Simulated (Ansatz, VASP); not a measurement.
# Si4O: VASP beside Ansatz

```xyz
5
Lattice="3.8333 0.0000 0.0000 0.0000 3.8333 0.0000 0.0000 0.0000 21.2035" Properties=species:S:1:pos:R:3 pbc="T T T"
Si    0.0000    1.9167    4.0000
Si    0.0000    0.0000    5.3553
Si    1.9167    0.0000    6.7680
Si    1.9167    1.9167    8.1035
O     2.8750    1.9167   10.6035
```

Alike in both runs: task single point; functional PBE; dispersion D3(BJ); k mesh 7 × 7 × 1; occupations gaussian, width 0.05 eV; collinear spin.

|  | VASP | Ansatz |
| --- | --- | --- |
| version | VASP 6.6.1 | Ansatz 0.2.0 |
| potentials or method | VASP PAW PBE potentials, release 64 (Si, O), cutoff 520 eV | scalar-relativistic, plane waves, PAW |
| valence electrons in the cell | 22 | 22 |

|  | VASP | Ansatz | Ansatz less VASP |
| --- | --- | --- | --- |
| gap on the k mesh at the Fermi level (eV) | none | none | - |
| rms of the force components (eV/Å) | 0.706 | 0.706 | -0.0001 |
| net moment per atom (μB) | 0.28 | 0.28 | +0.004 |
| size of the moment on the site where the two differ most (μB) | 1.21 | 1.42 | +0.209 |

Site moments also hang on the region over which each program counts them. Atom by atom the forces differ by 0.008 eV/Å (rms over components). A gap of «none» marks a metal or a gap that the smearing closes.
